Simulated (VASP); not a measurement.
# SrCaZnC6N6 (F-43m) in VASP: a series of runs

The runs below take SrCaZnC6N6 through single point, relaxation of cell and atoms, with PBE.

Everything below comes from runs of VASP 6.6.1. Logs are shortened: lines on timing, memory, paths and dates and some standing lists are left out, and cuts for length are marked.

### 1 The cell of the first run

It takes space group F-43m (No. 216, cubic). Conventional cell: a = 11.501 Å, b = 11.501 Å, c = 11.501 Å, α = 90.00°, β = 90.00°, γ = 90.00°. Within 5.4 Å of Sr (site symmetry -43m) lie 12 N at 4.10 Å and 12 C at 4.12 Å and 4 Ca at 4.98 Å and 4 Zn at 4.98 Å. Within 3.2 Å of Ca (site symmetry -43m) lie 6 N at 2.39 Å. Within 2.9 Å of Zn (site symmetry -43m) lie 6 C at 2.19 Å. Within 1.6 Å of C (site symmetry 2mm) lie 1 N at 1.17 Å. Within 1.6 Å of N (site symmetry 2mm) lie 1 C at 1.17 Å.

### 2 Single point, PBE

The input, INCAR:

```
PREC = Accurate
ENCUT = 520
EDIFF = 1E-6
ISMEAR = 0
SIGMA = 0.02
LREAL = Auto
LASPH = True
NELM = 100
ALGO = Normal
ISIF = 2
LWAVE = False
LCHARG = False
GGA = PE
NBANDS = 56
```

The input, KPOINTS:

```
regular mesh
0
Gamma
  4 4 4
```

The input, POSCAR:

```
SrCaZnC6N6
1.0
    0.0000000000      5.7504353364      5.7504353364
    5.7504353364      0.0000000000      5.7504353364
    5.7504353364      5.7504353364      0.0000000000
Sr Ca Zn C N
1 1 1 6 6
Direct
    0.2500000000      0.2500000000      0.2500000000
    0.5000000000      0.5000000000      0.5000000000
    0.0000000000      0.0000000000      0.0000000000
    0.8092903998      0.1907096002      0.1907096002
    0.8092903998      0.1907096002      0.8092903998
    0.8092903998      0.8092903998      0.1907096002
    0.1907096002      0.8092903998      0.8092903998
    0.1907096002      0.8092903998      0.1907096002
    0.1907096002      0.1907096002      0.8092903998
    0.7074323980      0.2925676020      0.2925676020
    0.7074323980      0.2925676020      0.7074323980
    0.7074323980      0.7074323980      0.2925676020
    0.2925676020      0.7074323980      0.7074323980
    0.2925676020      0.7074323980      0.2925676020
    0.2925676020      0.2925676020      0.7074323980
```

Potentials or basis: VASP PAW PBE potentials, release 64 (Sr_sv, Ca_sv, Zn, C, N).

Launch:

```console
$ cat potpaw_PBE.64/Sr_sv/POTCAR potpaw_PBE.64/Ca_sv/POTCAR potpaw_PBE.64/Zn/POTCAR potpaw_PBE.64/C/POTCAR potpaw_PBE.64/N/POTCAR > POTCAR
$ mpirun -np 1 vasp_std > vasp.out
```

OUTCAR:

```text
PREC = Accurate
   ENCUT = 520
   EDIFF = 1E-6
   ISMEAR = 0
   LREAL = Auto
   LASPH = True
   NELM = 100
   ISIF = 2
   GGA = PE

 ion  position               nearest neighbor table
   1  0.250  0.250  0.250-
   2  0.500  0.500  0.500-  10 2.39  11 2.39  12 2.39  13 2.39  14 2.39  15 2.39
   3  0.000  0.000  0.000-   4 2.19   5 2.19   6 2.19   7 2.19   8 2.19   9 2.19
   4  0.809  0.191  0.191-  10 1.17   3 2.19
   5  0.809  0.191  0.809-  11 1.17   3 2.19
   6  0.809  0.809  0.191-  12 1.17   3 2.19
   7  0.191  0.809  0.809-  13 1.17   3 2.19
   8  0.191  0.809  0.191-  14 1.17   3 2.19
   9  0.191  0.191  0.809-  15 1.17   3 2.19
  10  0.707  0.293  0.293-   4 1.17   2 2.39
  11  0.707  0.293  0.707-   5 1.17   2 2.39
  12  0.707  0.707  0.293-   6 1.17   2 2.39
  13  0.293  0.707  0.707-   7 1.17   2 2.39
  14  0.293  0.707  0.293-   8 1.17   2 2.39
  15  0.293  0.293  0.707-   9 1.17   2 2.39

  LATTYP: Found a face centered cubic cell.
 ALAT       =    11.5008706728

  Lattice vectors:

 A1 = (   0.0000000000,   5.7504353364,   5.7504353364)
 A2 = (   5.7504353364,   0.0000000000,   5.7504353364)
 A3 = (   5.7504353364,   5.7504353364,   0.0000000000)

Analysis of symmetry for initial positions (statically):
=====================================================================
 Subroutine PRICEL returns:
 Original cell was already a primitive cell.

 Routine SETGRP: Setting up the symmetry group for a
 face centered cubic supercell.

 Subroutine GETGRP returns: Found 24 space group operations
 (whereof 24 operations were pure point group operations)
 out of a pool of 48 trial point group operations.

The static configuration has the point symmetry T_d .

Analysis of symmetry for dynamics (positions and initial velocities):
=====================================================================
 Subroutine PRICEL returns:
 Original cell was already a primitive cell.

 Routine SETGRP: Setting up the symmetry group for a
 face centered cubic supercell.

 Subroutine GETGRP returns: Found 24 space group operations
 (whereof 24 operations were pure point group operations)
 out of a pool of 48 trial point group operations.

The dynamic configuration has the point symmetry T_d .

 Subroutine INISYM returns: Found 24 space group operations
 (whereof 24 operations are pure point group operations),
 and found     1 'primitive' translations

----------------------------------------------------------------------------------------

                                     Primitive cell

  volume of cell :     380.3051

  direct lattice vectors                    reciprocal lattice vectors
     0.000000000  5.750435336  5.750435336    -0.086949939  0.086949939  0.086949939
     5.750435336  0.000000000  5.750435336     0.086949939 -0.086949939  0.086949939
     5.750435336  5.750435336  0.000000000     0.086949939  0.086949939 -0.086949939

  length of vectors
     8.132343642  8.132343642  8.132343642     0.150601712  0.150601712  0.150601712

  position of ions in fractional coordinates (direct lattice)
     0.250000000  0.250000000  0.250000000
     0.500000000  0.500000000  0.500000000
     0.000000000  0.000000000  0.000000000
     0.809290400  0.190709600  0.190709600
     0.809290400  0.190709600  0.809290400
     0.809290400  0.809290400  0.190709600
     0.190709600  0.809290400  0.809290400
     0.190709600  0.809290400  0.190709600
     0.190709600  0.190709600  0.809290400
     0.707432398  0.292567602  0.292567602
     0.707432398  0.292567602  0.707432398
     0.707432398  0.707432398  0.292567602
     0.292567602  0.707432398  0.707432398
     0.292567602  0.707432398  0.292567602
     0.292567602  0.292567602  0.707432398

  ion indices of the primitive-cell ions
   primitive index   ion index
                 1           1
                 2           2
                 3           3
                 4           4
                 5           5
                 6           6
                 7           7
                 8           8
                 9           9
                10          10
                11          11
                12          12
                13          13
                14          14
                15          15

----------------------------------------------------------------------------------------

 KPOINTS: regular mesh

Automatic generation of k-mesh.
 Grid dimensions read from file:
 generate k-points for:    4    4    4

 Generating k-lattice:

  Cartesian coordinates                     Fractional coordinates (reciprocal lattice)
    -0.021737485  0.021737485  0.021737485     0.250000000  0.000000000  0.000000000
     0.021737485 -0.021737485  0.021737485     0.000000000  0.250000000  0.000000000
     0.021737485  0.021737485 -0.021737485     0.000000000  0.000000000  0.250000000

  Length of vectors
     0.037650428  0.037650428  0.037650428

  Shift w.r.t. Gamma in fractional coordinates (k-lattice)
[... 94 lines left out ...]
      3     -22.1261      2.00000
      4     -22.1261      2.00000
      5     -22.1261      2.00000
      6     -20.8279      2.00000
[... 47 lines left out ...]
     54       3.6589      0.00000
     55       3.6589      0.00000

 k-point     2 :       0.2500    0.0000    0.0000
  band No.  band energies     occupation
      1     -40.3104      2.00000
      2     -39.6861      2.00000
      3     -22.1262      2.00000
      4     -22.1262      2.00000
      5     -22.1262      2.00000
      6     -20.8280      2.00000
[... 47 lines left out ...]
     54       3.5821      0.00000
     55       3.5879      0.00000

 k-point     3 :       0.5000    0.0000    0.0000
  band No.  band energies     occupation
      1     -40.3104      2.00000
      2     -39.6861      2.00000
      3     -22.1263      2.00000
      4     -22.1262      2.00000
      5     -22.1262      2.00000
      6     -20.8281      2.00000
[... 47 lines left out ...]
     54       3.0584      0.00000
     55       3.0584      0.00000

 k-point     4 :       0.2500    0.2500    0.0000
  band No.  band energies     occupation
      1     -40.3104      2.00000
      2     -39.6861      2.00000
      3     -22.1262      2.00000
      4     -22.1262      2.00000
      5     -22.1262      2.00000
      6     -20.8279      2.00000
[... 47 lines left out ...]
     54       3.5271      0.00000
     55       3.5279      0.00000

 k-point     5 :       0.5000    0.2500    0.0000
  band No.  band energies     occupation
      1     -40.3104      2.00000
      2     -39.6861      2.00000
      3     -22.1263      2.00000
      4     -22.1262      2.00000
      5     -22.1262      2.00000
      6     -20.8280      2.00000
[... 47 lines left out ...]
     54       3.2178      0.00000
     55       3.2523      0.00000

 k-point     6 :      -0.2500    0.2500    0.0000
  band No.  band energies     occupation
      1     -40.3104      2.00000
      2     -39.6861      2.00000
      3     -22.1263      2.00000
      4     -22.1262      2.00000
      5     -22.1262      2.00000
      6     -20.8280      2.00000
[... 47 lines left out ...]
     54       3.3010      0.00000
     55       3.4165      0.00000

 k-point     7 :       0.5000    0.5000    0.0000
  band No.  band energies     occupation
      1     -40.3104      2.00000
      2     -39.6861      2.00000
      3     -22.1263      2.00000
      4     -22.1262      2.00000
      5     -22.1262      2.00000
      6     -20.8279      2.00000
[... 47 lines left out ...]
     54       3.4878      0.00000
     55       3.4879      0.00000

 k-point     8 :      -0.2500    0.5000    0.2500
  band No.  band energies     occupation
      1     -40.3104      2.00000
      2     -39.6861      2.00000
      3     -22.1263      2.00000
      4     -22.1263      2.00000
      5     -22.1262      2.00000
      6     -20.8279      2.00000
[... 47 lines left out ...]
     54       3.0552      0.00000
     55       3.6164      0.00000
 [bands above 55 left out]

------------------------ aborting loop because EDIFF is reached ----------------------------------------

  FORCE on cell =-STRESS in cart. coord.  units (eV):
  Direction    XX          YY          ZZ          XY          YZ          ZX
  --------------------------------------------------------------------------------------
  -------------------------------------------------------------------------------------
  Total        0.9284931      0.9284931      0.9284931      0.0000000      0.0000000      0.0000000
  in kB        3.9116240      3.9116240      3.9116240      0.0000000      0.0000000      0.0000000
  external PRESSURE =       3.9116240 kB  Pullay stress =       0.0000000 kB

 VOLUME and BASIS-vectors are now :
 -----------------------------------------------------------------------------
  energy-cutoff  :      520.00
  volume of cell :      380.31
      direct lattice vectors                 reciprocal lattice vectors
     0.000000000  5.750435336  5.750435336    -0.086949939  0.086949939  0.086949939
     5.750435336  0.000000000  5.750435336     0.086949939 -0.086949939  0.086949939
     5.750435336  5.750435336  0.000000000     0.086949939  0.086949939 -0.086949939

 POSITION                                       TOTAL-FORCE (eV/Angst)
 -----------------------------------------------------------------------------------
      2.87522      2.87522      2.87522         0.000000      0.000000      0.000000
      5.75044      5.75044      5.75044         0.000000      0.000000     -0.000000
      0.00000      0.00000      0.00000         0.000000      0.000000     -0.000000
      2.19333      5.75044      5.75044        -0.392953      0.000000     -0.000000
      5.75044      9.30754      5.75044        -0.000000      0.392953     -0.000000
      5.75044      5.75044      9.30754        -0.000000      0.000000      0.392953
      9.30754      5.75044      5.75044         0.392953      0.000000     -0.000000
      5.75044      2.19333      5.75044        -0.000000     -0.392953     -0.000000
      5.75044      5.75044      2.19333        -0.000000      0.000000     -0.392953
      3.36478      5.75044      5.75044         0.372047      0.000000     -0.000000
      5.75044      8.13609      5.75044        -0.000000     -0.372047     -0.000000
      5.75044      5.75044      8.13609        -0.000000      0.000000     -0.372047
      8.13609      5.75044      5.75044        -0.372047      0.000000     -0.000000
      5.75044      3.36478      5.75044        -0.000000      0.372047     -0.000000
      5.75044      5.75044      3.36478        -0.000000      0.000000      0.372047
 -----------------------------------------------------------------------------------
    total drift:                                0.000001      0.000001      0.000001

  FREE ENERGIE OF THE ION-ELECTRON SYSTEM (eV)
  ---------------------------------------------------
  free  energy   TOTEN  =      -108.2477383052 eV

  energy  without entropy=     -108.2477383052  energy(sigma->0) =     -108.24773831
```

Run time: 3.4 min. Hardware: 1 thread of AMD EPYC 9R45 (Zen 5), shared host; peak memory 0.52 GiB.

What came out:

- Free energy: -108.2477 eV
- Pressure: 0.4 GPa
- Largest force: 0.393 eV/Å
- Band gap on the k mesh: 1.61 eV (least direct gap 1.68 eV)

Forces on the atoms (eV/Å):
```
Sr   0.000  0.000  0.000
Ca   0.000  0.000  0.000
Zn   0.000  0.000  0.000
C   -0.393  0.000  0.000
C    0.000  0.393  0.000
C    0.000  0.000  0.393
C    0.393  0.000  0.000
C    0.000 -0.393  0.000
C    0.000  0.000 -0.393
N    0.372  0.000  0.000
N    0.000 -0.372  0.000
N    0.000  0.000 -0.372
N   -0.372  0.000  0.000
N    0.000  0.372  0.000
N    0.000  0.000  0.372
```

Levels at points of the mesh, in eV from the valence-band top:
```csv
k point,band 39,band 40,band 41,band 42,band 43,band 44,band 45,band 46,band 47,band 48
"(0.00, 0.00, 0.00)",-2.12,-2.12,-2.12,-0.06,-0.06,1.61,2.48,2.48,2.48,2.59
"(0.50, 0.00, 0.00)",-2.22,-1.90,-1.90,0.00,0.00,2.02,2.57,2.57,2.69,2.69
"(0.50, 0.50, 0.00)",-1.86,-1.86,-1.73,-0.15,-0.04,2.21,2.58,2.67,2.68,2.73
```

A k mesh can miss the band edges.

### 3 Relaxation of cell and atoms, PBE

This run uses another cell than the first one, of 25.15 Å³/atom.

The input, INCAR:

```
SYSTEM = SrCaZnC6N6
PREC     = Accurate       ! precision mode
ENCUT    = 600            ! plane-wave cutoff, eV
EDIFF    = 1E-7           ! SCF threshold, eV
ISMEAR   = 0              ! smearing method
SIGMA    = 0.02           ! smearing width, eV
LREAL    = Auto         
LASPH    = .True.         ! aspherical terms in the spheres
NELM     = 80             ! most SCF steps
ALGO     = Normal         ! electronic algorithm
ISIF     = 3              ! what is computed and relaxed
LWAVE    = .False.        ! write WAVECAR
LCHARG   = .False.        ! write CHGCAR
GGA      = PE             ! functional
IBRION   = 2              ! ionic algorithm
NSW      = 100            ! ionic steps
EDIFFG   = -0.01          ! ionic threshold
```

The input, KPOINTS:

```
regular mesh
0
Gamma
  4 4 4
  0 0 0
```

The input, POSCAR:

```
SrCaZnC6N6
1.0
    0.0000000000      5.7350196747      5.7350196747
    5.7350196747      0.0000000000      5.7350196747
    5.7350196747      5.7350196747      0.0000000000
Sr Ca Zn C N
1 1 1 6 6
Direct
    0.2500000000      0.2500000000      0.2500000000
    0.5000000000      0.5000000000      0.5000000000
    0.0000000000      0.0000000000      0.0000000000
    0.8093986423      0.1906013577      0.1906013577
    0.8093986423      0.1906013577      0.8093986423
    0.8093986423      0.8093986423      0.1906013577
    0.1906013577      0.8093986423      0.8093986423
    0.1906013577      0.8093986423      0.1906013577
    0.1906013577      0.1906013577      0.8093986423
    0.7073230593      0.2926769407      0.2926769407
    0.7073230593      0.2926769407      0.7073230593
    0.7073230593      0.7073230593      0.2926769407
    0.2926769407      0.7073230593      0.7073230593
    0.2926769407      0.7073230593      0.2926769407
    0.2926769407      0.2926769407      0.7073230593
```

Potentials or basis: VASP PAW PBE potentials, release 64 (Sr_sv, Ca_sv, Zn, C, N).

Launch:

```console
$ cat potpaw_PBE.64/Sr_sv/POTCAR potpaw_PBE.64/Ca_sv/POTCAR potpaw_PBE.64/Zn/POTCAR potpaw_PBE.64/C/POTCAR potpaw_PBE.64/N/POTCAR > POTCAR
$ mpirun -np 1 vasp_std > vasp.out
```

Wall time 25 min (1 thread of AMD EPYC 9R45 (Zen 5), shared host); peak memory 0.84 GiB.

It converged, with:

| Property | Result |
| --- | --- |
| Free energy | -108.2675 eV |
| Relaxed volume | 25.37 Å³/atom |
| Relaxed cell | a = 8.134 Å, b = 8.134 Å, c = 8.134 Å, α = 60.00°, β = 60.00°, γ = 60.00° |
| Space group after relaxing (to 0.1 Å) | F-43m (No. 216) |
| Energy gained by relaxing | 0.4 meV/atom |
| Ionic steps | 8 |
| Pressure after relaxing | 0.0 GPa |
| Largest force after relaxing | 0.010 eV/Å |
| Band gap on the k mesh | 1.61 eV (least direct gap 1.68 eV) |

Forces on the atoms (eV/Å):
```
Sr   0.000  0.000  0.000
Ca   0.000  0.000  0.000
Zn   0.000  0.000  0.000
C   -0.004  0.000  0.000
C    0.000  0.004  0.000
C    0.000  0.000  0.004
C    0.004  0.000  0.000
C    0.000 -0.004  0.000
C    0.000  0.000 -0.004
N   -0.010  0.000  0.000
N    0.000  0.010  0.000
N    0.000  0.000  0.010
N    0.010  0.000  0.000
N    0.000 -0.010  0.000
N    0.000  0.000 -0.010
```

Step by step:
| step | energy change (eV) | largest force (eV/Å) | pressure (GPa) | volume (Å³) |
| --- | --- | --- | --- | --- |
| 1 | 0.0000 | 0.3999 | 0.60 | 377.25 |
| 2 | 0.4590 | 3.8352 | -3.46 | 382.42 |
| 3 | -0.0046 | 0.0575 | 0.19 | 377.70 |
| 4 | -0.0046 | 0.0419 | 0.20 | 377.69 |
| 5 | -0.0063 | 0.0245 | 0.09 | 379.24 |
| 6 | -0.0067 | 0.0120 | 0.00 | 380.39 |
| 7 | -0.0067 | 0.0104 | 0.00 | 380.55 |
| 8 | -0.0067 | 0.0097 | -0.01 | 380.60 |

Final structure:
```yaml
crystal:
  lattice:
    - [0.00000, 5.75194, 5.75194]
    - [5.75194, 0.00000, 5.75194]
    - [5.75194, 5.75194, 0.00000]
  atoms:
    - { symbol: Sr, position: [0.25000, 0.25000, 0.25000] }
    - { symbol: Ca, position: [0.50000, 0.50000, 0.50000] }
    - { symbol: Zn, position: [0.00000, 0.00000, 0.00000] }
    - { symbol: C, position: [0.80950, 0.19050, 0.19050] }
    - { symbol: C, position: [0.80950, 0.19050, 0.80950] }
    - { symbol: C, position: [0.80950, 0.80950, 0.19050] }
    - { symbol: C, position: [0.19050, 0.80950, 0.80950] }
    - { symbol: C, position: [0.19050, 0.80950, 0.19050] }
    - { symbol: C, position: [0.19050, 0.19050, 0.80950] }
    - { symbol: N, position: [0.70738, 0.29262, 0.29262] }
    - { symbol: N, position: [0.70738, 0.29262, 0.70738] }
    - { symbol: N, position: [0.70738, 0.70738, 0.29262] }
    - { symbol: N, position: [0.29262, 0.70738, 0.70738] }
    - { symbol: N, position: [0.29262, 0.70738, 0.29262] }
    - { symbol: N, position: [0.29262, 0.29262, 0.70738] }
```

Levels at points of the mesh, in eV from the valence-band top:
```tsv
k point	band 40	band 41	band 42	band 43	band 44	band 45	band 46	band 47
(0.00, 0.00, 0.00)	-2.12	-2.12	-0.06	-0.06	1.61	2.48	2.48	2.48
(0.50, 0.00, 0.00)	-1.89	-1.89	0.00	0.00	2.02	2.57	2.57	2.70
(0.50, 0.50, 0.00)	-1.85	-1.73	-0.16	-0.04	2.21	2.58	2.68	2.69
```
